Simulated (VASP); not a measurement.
**Nb3BN2: relaxation of cell and atoms with PBE**

The system is Nb3BN2.

```
Nb B N
1.0
     5.27999    0.00000    0.00000
    -2.64000    4.57261    0.00000
     0.00000    0.00000    3.03801
Nb B N
3 1 2
Direct
  0.00000 0.50000 0.00000
  0.50000 0.00000 0.00000
  0.50000 0.50000 0.00000
  0.00000 0.00000 0.50000
  0.33333 0.66667 0.50000
  0.66667 0.33333 0.50000
```

The cell was built from a structure type or drawn by symmetry, and may not be a known phase.

```json
{
 "Program": "VASP 6.6.1",
 "Task": "relaxation of cell and atoms",
 "Functional": "PBE",
 "Potentials or basis": "VASP PAW PBE potentials, release 64 (Nb_sv, B, N)",
 "Cutoff": "600 eV",
 "k mesh": "6 × 6 × 6",
 "Occupations": "gaussian, width 0.1 eV",
 "Spin": "no spin polarisation",
 "Dipole correction": "no",
 "Further INCAR settings": "ALGO = Normal; EDIFF = 1e-07; IBRION = 2; EDIFFG = -0.04; NSW = 90; ISIF = 3"
}
```

```
Relaxed volume                        : 13.17 Å³/atom
Relaxed cell                          : a = 5.652 Å, b = 5.652 Å, c = 2.857 Å, α = 90.00°, β = 90.00°, γ = 120.00°
Space group after relaxing (to 0.1 Å) : P6/mmm (No. 191)
Energy gained by relaxing             : 168.8 meV/atom
Ionic steps                           : 8
Pressure after relaxing               : -0.1 GPa
Band gap on the k mesh                : zero (bands 26 and 27 overlap by 0.88 eV)
```

Stress tensor (GPa, compression positive):
```
-0.03  0.00  0.00
 0.00 -0.03  0.00
 0.00  0.00 -0.36
```

The path:
| step | energy change (eV) | largest force (eV/Å) | pressure (GPa) | volume (Å³) |
| --- | --- | --- | --- | --- |
| 1 | 0.0000 | 0.0000 | 15.63 | 73.35 |
| 2 | -0.6208 | 0.0000 | -15.96 | 86.27 |
| 3 | -0.8318 | 0.0000 | -7.75 | 81.62 |
| 4 | -0.8939 | 0.0000 | 5.88 | 77.56 |
| 5 | -1.0117 | 0.0000 | -0.87 | 79.35 |
| 6 | -1.0116 | 0.0000 | -1.02 | 79.40 |
| 7 | -1.0121 | 0.0000 | 0.56 | 78.75 |
| 8 | -1.0130 | 0.0000 | -0.14 | 79.04 |

Final structure:
```cif
data_structure
_symmetry_space_group_name_H-M 'P 1'
_symmetry_Int_Tables_number 1
_cell_length_a 5.6521
_cell_length_b 5.6521
_cell_length_c 2.8568
_cell_angle_alpha 90.000
_cell_angle_beta 90.000
_cell_angle_gamma 120.000
_cell_volume 79.04
loop_
_atom_site_label
_atom_site_type_symbol
_atom_site_fract_x
_atom_site_fract_y
_atom_site_fract_z
_atom_site_occupancy
Nb1 Nb 0.00000 0.50000 0.00000 1
Nb2 Nb 0.50000 0.00000 0.00000 1
Nb3 Nb 0.50000 0.50000 0.00000 1
B1 B 0.00000 0.00000 0.50000 1
N1 N 0.33333 0.66667 0.50000 1
N2 N 0.66667 0.33333 0.50000 1
```

Levels at points of the mesh, in eV from the Fermi level:
```csv
k point,band 22,band 23,band 24,band 25,band 26,band 27,band 28,band 29,band 30,band 31
"(0.00, 0.00, 0.00)",-2.89,-2.89,-2.74,-0.41,-0.41,0.91,0.91,0.94,0.94,1.15
"(0.50, 0.00, 0.00)",-3.61,-3.20,-2.45,-1.48,-0.21,0.85,1.21,1.24,1.27,1.81
"(0.00, 0.00, 0.50)",-3.64,-2.36,-2.36,-1.95,-1.95,0.39,1.99,1.99,2.58,3.86
"(0.50, 0.00, 0.50)",-2.62,-1.98,-0.35,-0.33,-0.14,-0.09,0.12,0.47,0.76,1.90
```

Run time: 8 min on 1 thread of Intel(R) Xeon(R) Platinum 8259CL CPU @ 2.50GHz (Skylake/Cascade Lake), with other jobs on the host, peak memory 0.24 GiB.
